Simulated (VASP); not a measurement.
# Rh (C2/m) in VASP: notebook

Runs on Rh. Level: PBEsol. Tasks: single point.

All numbers are computed with VASP 6.6.1; they aren't measurements. Logs are shortened: lines on timing, memory, paths and dates and some standing lists are left out, and cuts for length are marked.

**1. The cell of the first run**

Symmetry: C2/m, No. 12, monoclinic system. Conventional cell: a = 4.704 Å, b = 2.716 Å, c = 4.399 Å, α = 90.00°, β = 90.00°, γ = 90.00°. Rh (site symmetry m) has 10 Rh at 2.22 to 2.90 Å within 2.9 Å.

**2. Single point, PBEsol (shortest bond scaled by 0.82)**

INCAR reads:

```
PREC = Accurate
ENCUT = 520
EDIFF = 1E-6
ISMEAR = -1
SIGMA = 0.05
LREAL = False
LASPH = True
NELM = 60
ALGO = Normal
ISIF = 2
LWAVE = False
LCHARG = False
GGA = PS
NBANDS = 22
```

KPOINTS reads:

```
Automatic mesh
0
Gamma
  13 13 7
```

POSCAR reads:

```
Rh
1.0
    2.7157318845      0.0000000000      0.0000000000
   -1.3578659422      2.3518928018      0.0000000000
    0.0000000000      0.0000000000      4.3994856529
Rh
2
Direct
    0.2733333333      0.6366666667      0.2050000000
    0.7266666667      0.3633333333      0.7950000000
```

Potentials or basis: VASP PAW PBE potentials, release 64 (Rh_pv).

On the command line:

```bash
$ cat potpaw_PBE.64/Rh_pv/POTCAR > POTCAR
$ mpirun -np 1 vasp_std > vasp.out
```

OUTCAR:

```text
PREC = Accurate
   ENCUT = 520
   EDIFF = 1E-6
   ISMEAR = -1
   LREAL = False
   LASPH = True
   NELM = 60
   ISIF = 2
   GGA = PS

 ion  position               nearest neighbor table
   1  0.273  0.637  0.205-   2 2.22   2 2.50   2 2.50   2 2.90   2 3.12   2 3.12
   2  0.727  0.363  0.795-   1 2.22   1 2.50   1 2.50   1 2.90   1 3.12   1 3.12

  LATTYP: Found a hexagonal cell.
 ALAT       =     2.7157318845
 C/A-ratio  =     1.6200000000

  Lattice vectors:

 A1 = (   2.7157318845,   0.0000000000,   0.0000000000)
 A2 = (  -1.3578659422,   2.3518928018,   0.0000000000)
 A3 = (   0.0000000000,   0.0000000000,   4.3994856529)

Analysis of symmetry for initial positions (statically):
=====================================================================
 Subroutine PRICEL returns:
 Original cell was already a primitive cell.

 Routine SETGRP: Setting up the symmetry group for a
 hexagonal supercell.

 Subroutine GETGRP returns: Found  4 space group operations
 (whereof  4 operations were pure point group operations)
 out of a pool of 24 trial point group operations.

The static configuration has the point symmetry C_2h.

Analysis of symmetry for dynamics (positions and initial velocities):
=====================================================================
 Subroutine PRICEL returns:
 Original cell was already a primitive cell.

 Routine SETGRP: Setting up the symmetry group for a
 hexagonal supercell.

 Subroutine GETGRP returns: Found  4 space group operations
 (whereof  4 operations were pure point group operations)
 out of a pool of 24 trial point group operations.

The dynamic configuration has the point symmetry C_2h.

 Subroutine INISYM returns: Found  4 space group operations
 (whereof  4 operations are pure point group operations),
 and found     1 'primitive' translations

----------------------------------------------------------------------------------------

                                     Primitive cell

  volume of cell :      28.1000

  direct lattice vectors                    reciprocal lattice vectors
     2.715731884  0.000000000  0.000000000     0.368224863  0.212594724  0.000000000
    -1.357865942  2.351892802  0.000000000     0.000000000  0.425189447  0.000000000
     0.000000000  0.000000000  4.399485653     0.000000000  0.000000000  0.227299298
[... 77 lines left out ...]
   ICHARG =      2    charge: 1-file 2-atom 10-const
   ISPIN  =      1    spin polarized calculation?
   LNONCOLLINEAR =      F non collinear calculations
   LSORBIT =      F    spin-orbit coupling
   LASPH  =      T    aspherical Exc in radial PAW
   ENCUT  =  520.0 eV  38.22 Ry    6.18 a.u.   5.05  5.05  8.18*2*pi/ulx,y,z
   NELM   =     60;   NELMIN=  2; NELMDL= -5     # of ELM steps
   EDIFF  = 0.1E-05   stopping-criterion for ELM
   LREAL  =      F    real-space projection
   EDIFFG = 0.1E-04   stopping-criterion for IOM
   NSW    =      0    number of steps for IOM
   IBRION =     -1    ionic relax: 0-MD 1-quasi-New 2-CG
   NFREE  =      0    steps in history (QN), initial steepest desc. (CG)
   ISIF   =      2    stress and relaxation
   ISYM   =      2    0-nonsym 1-usesym 2-fastsym
   POTIM  = 0.5000    time-step for ionic-motion
   TEBEG  =    0.0;   TEEND  =   0.0 temperature during run
   PSTRESS=    0.0 pullay stress
   NELECT =      30.0000    total number of electrons
   NUPDOWN=      -1.0000    fix difference up-down
   EMIN   =  10.00;   EMAX   =-10.00  energy-range for DOS
   EFERMI =   0.00;   METHOD = LEGACY
   ISMEAR =    -1;   SIGMA  =   0.05  broadening in eV -4-tet -1-fermi 0-gaus
   EFERMI_NEDOS =   21; number of points for ismear=-14 and -15
   IALGO  =     38    algorithm
   IMIX   =      4    mixing-type and parameters
     AMIX     =   0.40;   BMIX     =  1.00
     AMIX_MAG =   1.60;   BMIX_MAG =  1.00
  volume/ion in A,a.u.               =      14.05        94.81
  Fermi-wavevector in a.u.,A,eV,Ry     =   1.673195  3.161879 38.090604  2.799580
  Thomas-Fermi vector in A             =   2.758209
   LORBIT       =      0    0 simple, 1 ext, 2 COOP (PROOUT), +10 PAW based schemes
   GGA     = PS    functional components
   LHFCALC =     F    Hartree Fock is set to
   AEXX    =    0.0000 exact exchange contribution
   IVDW    =     0    specifies the selected vdW correction
   LEPSILON=     F    determine dielectric tensor
   LRPA    =     F    only Hartree local field effects (RPA)
 non-spin polarized calculation
  energy-cutoff  :      520.00
  volume of cell :       28.10
 maximum number of plane-waves:       774
   NGX = 11   NGY = 11   NGZ = 17

 number of electron      30.0000004 magnetization

 Free energy of the ion-electron system (eV)
  ---------------------------------------------------
  ext. energy  EPLUGINS =         0.00000000
  ---------------------------------------------------
  free energy    TOTEN  =       -15.03612735 eV

  energy without entropy =      -15.01483603  energy(sigma->0) =      -15.02548169

 E-fermi :  11.6049     XC(G=0): -13.9728

 val. band max:       11.6010084090   @ k =   0.0769   0.4615   0.1429
 cond. band min:      11.6098824406   @ k =  -0.4615   0.0000   0.2857
 fundamental gap:      0.0088740316
 Fermi energy:        11.6049317957

 k-point     1 :       0.0000    0.0000    0.0000
  band No.  band energies     occupation
      1     -36.1515      2.00000
      2     -35.1486      2.00000
      3     -34.9676      2.00000
      4     -34.9167      2.00000
      5     -34.9007      2.00000
      6     -34.7960      2.00000
[... 589 lines left out ...]
     21      25.5775      0.00000
     22      27.7427      0.00000

 [... further k-points ...]

------------------------ aborting loop because EDIFF is reached ----------------------------------------

  FORCE on cell =-STRESS in cart. coord.  units (eV):
  Direction    XX          YY          ZZ          XY          YZ          ZX
  --------------------------------------------------------------------------------------
  -------------------------------------------------------------------------------------
  Total        3.2321207      1.1414661      5.6658281      1.8105600      1.9890929      3.4452096
  in kB      184.2857815     65.0829566    323.0484488    103.2326746    113.4120839    196.4354728
  external PRESSURE =     190.8057290 kB  Pullay stress =       0.0000000 kB

 VOLUME and BASIS-vectors are now :
 -----------------------------------------------------------------------------
  energy-cutoff  :      520.00
  volume of cell :       28.10
      direct lattice vectors                 reciprocal lattice vectors
     2.715731884  0.000000000  0.000000000     0.368224863  0.212594724  0.000000000
    -1.357865942  2.351892802  0.000000000     0.000000000  0.425189447  0.000000000
     0.000000000  0.000000000  4.399485653     0.000000000  0.000000000  0.227299298

 POSITION                                       TOTAL-FORCE (eV/Angst)
 -----------------------------------------------------------------------------------
     -0.12221      1.49737      0.90189         1.996993      1.152964      5.671987
      1.48007      0.85452      3.49759        -1.996993     -1.152964     -5.671987
 -----------------------------------------------------------------------------------
    total drift:                                0.000000     -0.000000      0.000000

  FREE ENERGIE OF THE ION-ELECTRON SYSTEM (eV)
  ---------------------------------------------------
  free  energy   TOTEN  =       -15.0361273546 eV

  energy  without entropy=      -15.0148360332  energy(sigma->0) =      -15.02548169
```

stdout:

```text
POSCAR found type information on POSCAR Rh
 POSCAR found :  1 types and       2 ions
 scaLAPACK will be used
 -----------------------------------------------------------------------------
|                                                                             |
|                                                                             |
|     You enforced a specific xc type in the INCAR file but a different       |
|     I HOPE YOU KNOW WHAT YOU ARE DOING!                                     |
|                                                                             |
 -----------------------------------------------------------------------------

 LDA part: xc-table for (Slater+PW92), standard interpolation
 POSCAR, INCAR and KPOINTS ok, starting setup
 FFT: planning ... GRIDC
 FFT: planning ... GRID_SOFT
 FFT: planning ... GRID
 WAVECAR not read
 entering main loop
```

Wall time 67 s (1 thread of Intel Xeon 6975P-C (Granite Rapids), shared host); peak memory 0.26 GiB.

What came out:

* Free energy: -15.0361 eV
* Pressure: 19.1 GPa
* Largest force: 6.123 eV/Å
* Band gap on the k mesh: zero (bands 15 and 16 overlap by 1.78 eV)

Forces on the atoms (eV/Å):
```
Rh   1.997  1.153  5.672
Rh  -1.997 -1.153 -5.672
```

Stress tensor (GPa, compression positive):
```
18.43 10.32 19.64
10.32  6.51 11.34
19.64 11.34 32.30
```

Caveat: the cell differs from its parent crystal (shortest bond scaled by 0.82); the cell stands under pressure; the PAW data sets were made with another functional, which shifts forces and pressure a little.

**3. Single point, PBEsol (shortest bond scaled by 0.76)**

INCAR reads:

```
SYSTEM = Rh
PREC = Accurate
ENCUT = 520
EDIFF = 1E-6
ISMEAR = -1
SIGMA = 0.05
LREAL = .False.
LASPH = .True.
NELM = 100
ALGO = Normal
ISIF = 2
LWAVE = .False.
LCHARG = .False.
GGA = PS
NBANDS = 22
```

KPOINTS reads:

```
regular mesh
0
Gamma
  13 13 7
  0 0 0
```

POSCAR reads:

```
Rh
1.0
    2.7157318845      0.0000000000      0.0000000000
   -1.3578659422      2.3518928018      0.0000000000
    0.0000000000      0.0000000000      4.3994856529
Rh
2
Direct
    0.2533333333      0.6266666667      0.1900000000
    0.7466666667      0.3733333333      0.8100000000
```

Potentials or basis: VASP PAW PBE potentials, release 64 (Rh_pv).

On the command line:

```bash
$ cat potpaw_PBE.64/Rh_pv/POTCAR > POTCAR
$ mpirun -np 1 vasp_std > vasp.out
```

Run time: 66 s. Hardware: 1 thread of Intel Xeon 6975P-C (Granite Rapids), shared host; peak memory 0.25 GiB.

The run converged. Its results:

* Free energy: -13.6725 eV
* Pressure: 47.4 GPa
* Largest force: 11.656 eV/Å
* Band gap on the k mesh: zero (bands 15 and 16 overlap by 1.60 eV)

Forces on the atoms (eV/Å):
```
Rh    4.100   2.367  10.651
Rh   -4.100  -2.367 -10.651
```

Stress tensor (GPa, compression positive):
```
46.47 22.26 38.64
22.26 20.76 22.31
38.64 22.31 75.09
```

Levels at points of the mesh, in eV from the Fermi level:
```tsv
k point	band 11	band 12	band 13	band 14	band 15	band 16	band 17	band 18	band 19	band 20
(0.00, 0.00, 0.00)	-4.09	-3.71	-2.50	-1.78	-0.37	-0.32	1.19	1.94	6.24	15.16
```

Caveat: the cell differs from its parent crystal (shortest bond scaled by 0.76); the cell stands under pressure; the PAW data sets were made with another functional, which shifts forces and pressure a little.

**4. Single point, PBEsol (shortest bond scaled by 0.76)**

INCAR reads:

```
ALGO = Normal
EDIFF = 1E-6
ENCUT = 520
GGA = PS
ISIF = 2
ISMEAR = -1
LASPH = T
LCHARG = F
LREAL = F
LWAVE = F
NBANDS = 22
NELM = 100
PREC = Accurate
SIGMA = 0.05
```

KPOINTS reads:

```
k-points
0
Gamma
  13 13 7
```

POSCAR is that of step 3.

On the command line:

```bash
$ cat potpaw_PBE.64/Rh_pv/POTCAR > POTCAR
$ mpirun -np 1 vasp_std > vasp.out
```

It took 3.3 min on 1 thread of Intel Xeon 8259CL, shared host; peak memory 0.26 GiB.

It converged, with:

```
Free energy            : -13.6725 eV
Pressure               : 47.4 GPa
Largest force          : 11.656 eV/Å
Band gap on the k mesh : zero (bands 15 and 16 overlap by 1.60 eV)
```

Forces on the atoms (eV/Å):
```
Rh    4.100   2.367  10.651
Rh   -4.100  -2.367 -10.651
```

Stress tensor (GPa, compression positive):
```
46.47 22.26 38.64
22.26 20.76 22.31
38.64 22.31 75.09
```

Levels at points of the mesh, in eV from the Fermi level:
| k point | band 12 | band 13 | band 14 | band 15 | band 16 | band 17 | band 18 | band 19 |
| --- | --- | --- | --- | --- | --- | --- | --- | --- |
| (0.00, 0.00, 0.00) | -3.71 | -2.50 | -1.78 | -0.37 | -0.32 | 1.19 | 1.94 | 6.24 |

Caveat: the cell differs from its parent crystal (shortest bond scaled by 0.76); the cell stands under pressure; the PAW data sets were made with another functional, which shifts forces and pressure a little.
